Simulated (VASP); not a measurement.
## Ta3H: relaxation of cell and atoms with PBE

The system is Ta3H.

```xyz
4
Lattice="4.6026 0.0000 0.0000 -2.3013 3.9860 0.0000 0.0000 0.0000 3.3816" Properties=species:S:1:pos:R:3 pbc="T T T"
Ta    0.0000    2.6573    0.0000
Ta    2.3013    1.3287    0.0000
Ta    0.0000    0.0000    1.6908
H     0.0000    0.0000    0.0000
```

The cell was generated, and may not be a known phase.

```yaml
Program: VASP 6.6.1
Task: relaxation of cell and atoms
Functional: PBE
Potentials_or_basis: VASP PAW PBE potentials, release 64 (Ta_pv, H)
Cutoff: 600 eV
k_mesh: 12 × 12 × 14
Occupations: gaussian, width 0.1 eV
Spin: no spin polarisation
Dipole_correction: no
Further_INCAR_settings: ALGO = Normal; EDIFF = 1e-06; IBRION = 2; EDIFFG = -0.01; NSW = 100; ISIF = 3
```

The relaxed volume is 15.50 Å³/atom. The relaxed cell is a = 4.610 Å, b = 4.610 Å, c = 3.369 Å, α = 90.00°, β = 90.00°, γ = 120.00°, the space group after relaxing (to 0.1 Å) is P6/mmm (No. 191) and the energy gained by relaxing is 0.1 meV/atom. The ionic steps are 5 and the pressure after relaxing is 0.0 GPa. The band gap on the k mesh is zero (bands 17 and 18 overlap by 1.47 eV).

The path:
```csv
step,energy change (eV),largest force (eV/Å),pressure (GPa),volume (Å³)
1,0.0000,0.0000,-0.12,62.04
2,-0.0003,0.0000,0.15,61.93
3,-0.0003,0.0000,0.21,61.91
4,-0.0004,0.0000,-0.10,62.04
5,-0.0005,0.0000,-0.01,62.00
```

Final structure:
```xyz
4
Lattice="4.6100 0.0000 0.0000 -2.3050 3.9924 0.0000 0.0000 0.0000 3.3688" Properties=species:S:1:pos:R:3 pbc="T T T"
Ta    0.0000    2.6616    0.0000
Ta    2.3050    1.3308    0.0000
Ta   -2.3050    3.9924    1.6844
H    -2.3050    3.9924    0.0000
```

Levels at points of the mesh, in eV from the Fermi level:
```csv
k point,band 13,band 14,band 15,band 16,band 17,band 18,band 19,band 20,band 21
"(0.00, 0.00, 0.00)",-1.35,-1.10,-1.10,-0.85,-0.34,0.45,0.45,0.49,0.49
"(0.50, 0.00, 0.00)",-2.19,-1.57,-1.23,-1.17,-0.12,0.23,0.47,0.55,1.25
"(0.00, 0.00, 0.50)",-3.28,-3.08,-3.08,0.66,0.80,0.80,1.21,1.21,3.00
"(0.50, 0.00, 0.50)",-2.64,-2.60,-1.57,-1.43,-0.02,0.10,0.49,2.22,2.74
```

Run time: 5.4 min on 1 thread of Intel(R) Xeon(R) 6975P-C (Granite Rapids) (shared host), peak memory 0.37 GiB.

Caveat: the highest band is partly filled, so the run has too few bands; spin-orbit coupling is left out, which moves the levels of the heavy elements.
